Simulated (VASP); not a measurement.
# H10C21F2 in VASP: single point with PBE

Aim: the single point of H10C21F2 with PBE.

Everything below comes from runs of VASP 6.6.1. Logs are shortened: lines on timing, memory, paths and dates and some standing lists are left out, and cuts for length are marked.

## 1. The cell of the first run

The cell holds a slab with vacuum, 33 atoms: a = 5.049 Å, b = 5.049 Å, c = 16.836 Å, α = 90.00°, β = 90.00°, γ = 90.00°.

## 2. Single point, PBE

INCAR

```
  PREC = Accurate
  ENCUT = 520
  EDIFF = 1E-7
  ISMEAR = 0
  SIGMA = 0.02
  LREAL = Auto
  LASPH = True
  NELM = 100
  ALGO = Normal
  ISIF = 2
  LWAVE = False
  LCHARG = True
  GGA = PE
  LELF = True
  LVHAR = True
  NBANDS = 76
```

KPOINTS

```
Automatic mesh
0
Gamma
  2 2 1
```

POSCAR

```
H10C21F2
1.0
    5.0487420000      0.0000000000      0.0000000000
    0.0000000000      5.0487420000      0.0000000000
    0.0000000000      0.0000000000     16.8355610000
H C F
10 21 2
Direct
    0.4277868800      0.0000000000      0.0593980800
    0.0722131600      0.0000000000      0.0593980800
    0.9277869200      0.0000000000      0.0593980800
    0.5722132000      0.0000000000      0.0593980800
    0.4277868800      0.5000000400      0.0593980800
    0.0722131600      0.5000000400      0.0593980800
    0.9277869200      0.5000000400      0.0593980800
    0.5722132000      0.5000000400      0.0593980800
    0.4652156920      0.7432513515      0.3904592768
    0.7510637945      0.4887072030      0.3654170859
    0.2500000200      0.0000000000      0.0970980400
    0.7500000600      0.0000000000      0.0970980400
    0.2500000200      0.5000000400      0.0970980400
    0.7500000600      0.5000000400      0.0970980400
    0.2500000200      0.2500000200      0.1501108300
    0.7500000600      0.2500000200      0.1501108300
    0.2500000200      0.7500000600      0.1501108300
    0.7500000600      0.7500000600      0.1501108300
    0.0058874262      0.2502108072      0.2012019853
    0.4939030614      0.2501024562      0.2008304062
   -0.0036345131      0.7504232463      0.2056297104
    0.5055745393      0.7504568485      0.2047318166
    0.0011292887      0.0114579838      0.2581744398
    0.4965265834      0.0113708068      0.2575189425
    0.0014662293      0.4895129717      0.2571241870
    0.4988026076      0.4894776520      0.2562737813
    0.2492667454      0.0004083664      0.3080329743
    0.7486670154      0.0984880762      0.3052981295
    0.2515077085      0.4975716375      0.3058213002
    0.7494575172      0.4153438597      0.3045006338
    0.2706620103      0.7404436275      0.3622702430
   -0.2533360547      1.0189469272      0.3837768233
    0.0914130528      0.7203987932      0.4247562543
```

Potentials or basis: VASP PAW PBE potentials, release 64 (H, C, F).

Run with:

```
$ cat potpaw_PBE.64/H/POTCAR potpaw_PBE.64/C/POTCAR potpaw_PBE.64/F/POTCAR > POTCAR
$ mpirun -np 1 vasp_std > vasp.out
```

OUTCAR:

```text
PREC = Accurate
   ENCUT = 520
   EDIFF = 1E-7
   ISMEAR = 0
   LREAL = Auto
   LASPH = True
   NELM = 100
   ISIF = 2
   GGA = PE

 ion  position               nearest neighbor table
   1  0.428  0.000  0.059-   4 0.73  11 1.10
   2  0.072  0.000  0.059-   3 0.73  11 1.10
   3  0.928  0.000  0.059-   2 0.73  12 1.10
   4  0.572  0.000  0.059-   1 0.73  12 1.10
   5  0.428  0.500  0.059-   8 0.73  13 1.10
   6  0.072  0.500  0.059-   7 0.73  13 1.10
   7  0.928  0.500  0.059-   6 0.73  14 1.10
   8  0.572  0.500  0.059-   5 0.73  14 1.10
   9  0.465  0.743  0.390-  31 1.09
  10  0.751  0.489  0.365-  30 1.09
  11  0.250  0.000  0.097-   1 1.10   2 1.10  17 1.55  15 1.55
  12  0.750  0.000  0.097-   4 1.10   3 1.10  18 1.55  16 1.55
  13  0.250  0.500  0.097-   5 1.10   6 1.10  17 1.55  15 1.55
  14  0.750  0.500  0.097-   8 1.10   7 1.10  18 1.55  16 1.55
  15  0.250  0.250  0.150-  20 1.50  19 1.50  11 1.55  13 1.55
  16  0.750  0.250  0.150-  12 1.55  14 1.55  20 1.55  19 1.55
[... 8 lines left out ...]
  25  0.001  0.490  0.257-  29 1.51  19 1.53  30 1.55  21 1.58
  26  0.499  0.489  0.256-  29 1.50  20 1.53  30 1.55  22 1.58
  27  0.249  0.000  0.308-  23 1.51  24 1.51  31 1.60
  28  0.749  0.098  0.305-  32 1.38  23 1.56  24 1.57  30 1.60
  29  0.252  0.498  0.306-  26 1.50  25 1.51  31 1.55
  30  0.749  0.415  0.305-  10 1.09  25 1.55  26 1.55  28 1.60
  31  0.271  0.740  0.362-   9 1.09  33 1.39  29 1.55  27 1.60
  32  0.747  0.019  0.384-  28 1.38
  33  0.091  0.720  0.425-  31 1.39

  LATTYP: Found a simple tetragonal cell.
 ALAT       =     5.0487420000
 C/A-ratio  =     3.3346051353

  Lattice vectors:

 A1 = (   5.0487420000,   0.0000000000,   0.0000000000)
 A2 = (   0.0000000000,   5.0487420000,   0.0000000000)
 A3 = (   0.0000000000,   0.0000000000,  16.8355610000)

Analysis of symmetry for initial positions (statically):
=====================================================================
 Subroutine PRICEL returns:
 Original cell was already a primitive cell.

 Routine SETGRP: Setting up the symmetry group for a
 simple tetragonal supercell.

 Subroutine GETGRP returns: Found  1 space group operations
 (whereof  1 operations were pure point group operations)
 out of a pool of 16 trial point group operations.

The static configuration has the point symmetry C_1 .

Analysis of symmetry for dynamics (positions and initial velocities):
=====================================================================
 Subroutine PRICEL returns:
 Original cell was already a primitive cell.

 Routine SETGRP: Setting up the symmetry group for a
 simple tetragonal supercell.

 Subroutine GETGRP returns: Found  1 space group operations
 (whereof  1 operations were pure point group operations)
 out of a pool of 16 trial point group operations.

The dynamic configuration has the point symmetry C_1 .

 Subroutine INISYM returns: Found  1 space group operations
 (whereof  1 operations are pure point group operations),
 and found     1 'primitive' translations

----------------------------------------------------------------------------------------

                                     Primitive cell

  volume of cell :     429.1350

  direct lattice vectors                    reciprocal lattice vectors
     5.048742000  0.000000000  0.000000000     0.198069143  0.000000000  0.000000000
     0.000000000  5.048742000  0.000000000     0.000000000  0.198069143  0.000000000
     0.000000000  0.000000000 16.835561000     0.000000000  0.000000000  0.059398080

  length of vectors
     5.048742000  5.048742000 16.835561000     0.198069143  0.198069143  0.059398080

  position of ions in fractional coordinates (direct lattice)
     0.427786880  0.000000000  0.059398080
     0.072213160  0.000000000  0.059398080
     0.927786920  0.000000000  0.059398080
     0.572213200  0.000000000  0.059398080
     0.427786880  0.500000040  0.059398080
     0.072213160  0.500000040  0.059398080
[... 25 lines left out ...]
     0.746663945  0.018946927  0.383776823
     0.091413053  0.720398793  0.424756254

  ion indices of the primitive-cell ions
   primitive index   ion index
                 1           1
                 2           2
                 3           3
                 4           4
                 5           5
                 6           6
[... 25 lines left out ...]
                32          32
                33          33

----------------------------------------------------------------------------------------

 KPOINTS: Automatic mesh

Automatic generation of k-mesh.
 Grid dimensions read from file:
 generate k-points for:    2    2    1

 Generating k-lattice:

  Cartesian coordinates                     Fractional coordinates (reciprocal lattice)
     0.099034571  0.000000000  0.000000000     0.500000000  0.000000000  0.000000000
     0.000000000  0.099034571  0.000000000     0.000000000  0.500000000  0.000000000
     0.000000000  0.000000000  0.059398080     0.000000000  0.000000000  1.000000000

  Length of vectors
     0.099034571  0.099034571  0.059398080

  Shift w.r.t. Gamma in fractional coordinates (k-lattice)
     0.000000000  0.000000000  0.000000000

 Subroutine IBZKPT returns following result:
 ===========================================

 Found      4 irreducible k-points:

 Following reciprocal coordinates:
            Coordinates               Weight
  0.000000  0.000000  0.000000      1.000000
  0.500000  0.000000  0.000000      1.000000
  0.000000  0.500000  0.000000      1.000000
  0.500000  0.500000  0.000000      1.000000
   k-points           NKPTS =      4   k-points in BZ     NKDIM =      4   number of bands    NBANDS=     76
   number of dos      NEDOS =    301   number of ions     NIONS =     33
   total plane-waves  NPLWV = 201600
   dimension x,y,z NGX =    40 NGY =   40 NGZ =  126
   dimension x,y,z NGXF=    80 NGYF=   80 NGZF=  252
   ions per type =              10  21   2
   NGX,Y,Z   is equivalent  to a cutoff of  13.17, 13.17, 12.44 a.u.
   NGXF,Y,Z  is equivalent  to a cutoff of  26.34, 26.34, 24.88 a.u.
 SYSTEM =  unknown system
   PREC   = accura    normal or accurate (medium, high low for compatibility)
   ISTART =      0    job   : 0-new  1-cont  2-samecut
   ICHARG =      2    charge: 1-file 2-atom 10-const
   ISPIN  =      1    spin polarized calculation?
   LNONCOLLINEAR =      F non collinear calculations
   LSORBIT =      F    spin-orbit coupling
   LASPH  =      T    aspherical Exc in radial PAW
   ENCUT  =  520.0 eV  38.22 Ry    6.18 a.u.   9.39  9.39 31.30*2*pi/ulx,y,z
   NELM   =    100;   NELMIN=  2; NELMDL= -5     # of ELM steps
   EDIFF  = 0.1E-06   stopping-criterion for ELM
   LREAL  =      T    real-space projection
   EDIFFG = 0.1E-05   stopping-criterion for IOM
   NSW    =      0    number of steps for IOM
   IBRION =     -1    ionic relax: 0-MD 1-quasi-New 2-CG
   NFREE  =      0    steps in history (QN), initial steepest desc. (CG)
   ISIF   =      2    stress and relaxation
   ISYM   =      2    0-nonsym 1-usesym 2-fastsym
   POTIM  = 0.5000    time-step for ionic-motion
   TEBEG  =    0.0;   TEEND  =   0.0 temperature during run
   PSTRESS=    0.0 pullay stress
   NELECT =     108.0000    total number of electrons
   NUPDOWN=      -1.0000    fix difference up-down
   EMIN   =  10.00;   EMAX   =-10.00  energy-range for DOS
   EFERMI =   0.00;   METHOD = LEGACY
   ISMEAR =     0;   SIGMA  =   0.02  broadening in eV -4-tet -1-fermi 0-gaus
   EFERMI_NEDOS =   21; number of points for ismear=-14 and -15
   IALGO  =     38    algorithm
   IMIX   =      4    mixing-type and parameters
     AMIX     =   0.40;   BMIX     =  1.00
     AMIX_MAG =   1.60;   BMIX_MAG =  1.00
  volume/ion in A,a.u.               =      13.00        87.76
  Fermi-wavevector in a.u.,A,eV,Ry     =   1.033597  1.953216 14.535426  1.068324
  Thomas-Fermi vector in A             =   2.167852
   LORBIT       =      0    0 simple, 1 ext, 2 COOP (PROOUT), +10 PAW based schemes
   GGA     = PE    functional components
   LHFCALC =     F    Hartree Fock is set to
   AEXX    =    0.0000 exact exchange contribution
   IVDW    =     0    specifies the selected vdW correction
   LEPSILON=     F    determine dielectric tensor
   LRPA    =     F    only Hartree local field effects (RPA)
 non-spin polarized calculation
 Gauss-broadening in eV      SIGMA  =   0.02
  energy-cutoff  :      520.00
  volume of cell :      429.14
 maximum number of plane-waves:     11574
 NGX is ok and might be reduce to    40
   NGX = 19   NGY = 19   NGZ = 63

 number of electron     107.9999993 magnetization

 Free energy of the ion-electron system (eV)
  ---------------------------------------------------
  ext. energy  EPLUGINS =         0.00000000
  ---------------------------------------------------
  free energy    TOTEN  =      -217.14790298 eV

  energy without entropy =     -217.14790298  energy(sigma->0) =     -217.14790298

 E-fermi :   0.5934     XC(G=0):  -5.6435

 val. band max:        0.4991153755   @ k =   0.0000   0.0000   0.0000
 cond. band min:       0.6862276709   @ k =   0.0000   0.5000   0.0000
 fundamental gap:      0.1871122954
 Fermi energy:         0.5933991712

 k-point     1 :       0.0000    0.0000    0.0000
  band No.  band energies     occupation
      1     -25.5119      2.00000
      2     -24.8815      2.00000
      3     -20.4421      2.00000
      4     -18.1327      2.00000
      5     -16.2896      2.00000
      6     -16.2417      2.00000
[... 58 lines left out ...]
     65       5.7889      0.00000
     66       6.6750      0.00000

 k-point     2 :       0.5000    0.0000    0.0000
  band No.  band energies     occupation
      1     -25.4956      2.00000
      2     -24.8962      2.00000
      3     -19.3401      2.00000
      4     -19.2984      2.00000
      5     -17.1040      2.00000
      6     -17.0556      2.00000
[... 58 lines left out ...]
     65       6.5167      0.00000
     66       6.6195      0.00000

 k-point     3 :       0.0000    0.5000    0.0000
  band No.  band energies     occupation
      1     -25.5054      2.00000
      2     -24.8853      2.00000
      3     -19.5851      2.00000
      4     -19.0474      2.00000
      5     -17.3010      2.00000
      6     -16.9148      2.00000
[... 58 lines left out ...]
     65       6.6223      0.00000
     66       6.9280      0.00000

 k-point     4 :       0.5000    0.5000    0.0000
  band No.  band energies     occupation
      1     -25.4912      2.00000
      2     -24.8972      2.00000
      3     -18.5742      2.00000
      4     -18.3801      2.00000
      5     -18.0382      2.00000
      6     -17.8422      2.00000
[... 58 lines left out ...]
     65       6.9009      0.00000
     66       7.0523      0.00000
 [bands above 66 left out]

------------------------ aborting loop because EDIFF is reached ----------------------------------------

  FORCE on cell =-STRESS in cart. coord.  units (eV):
  Direction    XX          YY          ZZ          XY          YZ          ZX
  --------------------------------------------------------------------------------------
  -------------------------------------------------------------------------------------
  Total       72.1552824     -8.0322534     -3.6149869     -0.6007192     -0.1453585     -0.2138003
  in kB      269.3920433    -29.9884509    -13.4965683     -2.2427875     -0.5426964     -0.7982243
  external PRESSURE =      75.3023414 kB  Pullay stress =       0.0000000 kB

 VOLUME and BASIS-vectors are now :
 -----------------------------------------------------------------------------
  energy-cutoff  :      520.00
  volume of cell :      429.14
      direct lattice vectors                 reciprocal lattice vectors
     5.048742000  0.000000000  0.000000000     0.198069143  0.000000000  0.000000000
     0.000000000  5.048742000  0.000000000     0.000000000  0.198069143  0.000000000
     0.000000000  0.000000000 16.835561000     0.000000000  0.000000000  0.059398080

 POSITION                                       TOTAL-FORCE (eV/Angst)
 -----------------------------------------------------------------------------------
      2.15979      0.00000      1.00000        -8.926077     -0.041581      0.035988
      0.36459      0.00000      1.00000         8.943555     -0.045830      0.038458
      4.68416      0.00000      1.00000        -8.943499      0.008149      0.033848
      2.88896      0.00000      1.00000         8.892647     -0.032204      0.034748
      2.15979      2.52437      1.00000        -8.939921      0.042620      0.050268
      0.36459      2.52437      1.00000         8.947695      0.044220      0.046812
[... 25 lines left out ...]
      3.76971      0.09566      6.46110        -0.010247     -0.093671      0.303240
      0.46152      3.63711      7.15101        -0.206307     -0.025006      0.248090
 -----------------------------------------------------------------------------------
    total drift:                                0.004620     -0.005057     -0.012277

  FREE ENERGIE OF THE ION-ELECTRON SYSTEM (eV)
  ---------------------------------------------------
  free  energy   TOTEN  =      -217.1479029793 eV

  energy  without entropy=     -217.1479029793  energy(sigma->0) =     -217.14790298
```

Run time: 7 min. Hardware: 1 thread of AMD EPYC 7R43 (Zen 3), shared host; peak memory 0.47 GiB.

What came out:

```
Free energy            : -217.1479 eV
Largest force          : 8.948 eV/Å
Band gap on the k mesh : 0.19 eV (least direct gap 0.26 eV)
```

Forces in eV/Å, atoms in the order of the input:
```
H   -8.926 -0.042  0.036
H    8.944 -0.046  0.038
H   -8.943  0.008  0.034
H    8.893 -0.032  0.035
H   -8.940  0.043  0.050
H    8.948  0.044  0.047
H   -8.943 -0.005  0.050
H    8.914  0.028  0.045
H    0.006  0.003  0.007
H    0.009  0.005  0.014
C   -0.037 -0.130  0.942
C    0.106  0.065  1.020
C   -0.042  0.123  0.980
C    0.066 -0.065  1.043
C   -0.069 -0.125 -2.486
C    0.005 -0.115 -1.561
C    0.058  0.158  0.040
C   -0.038  0.099 -0.460
C   -0.013  0.000 -0.005
C    0.019  0.000 -0.004
C    0.013  0.002  0.016
C   -0.012  0.003  0.008
C   -0.014 -0.017  0.005
C    0.013 -0.022 -0.004
C   -0.005  0.010 -0.007
C    0.017  0.009 -0.006
C   -0.003  0.003  0.037
C    0.006  0.094 -0.277
C   -0.018 -0.006  0.023
C   -0.007  0.002  0.018
C    0.212  0.025 -0.230
F   -0.010 -0.094  0.303
F   -0.206 -0.025  0.248
```

Caveat: the k points lie up to 0.62 Å⁻¹ apart.
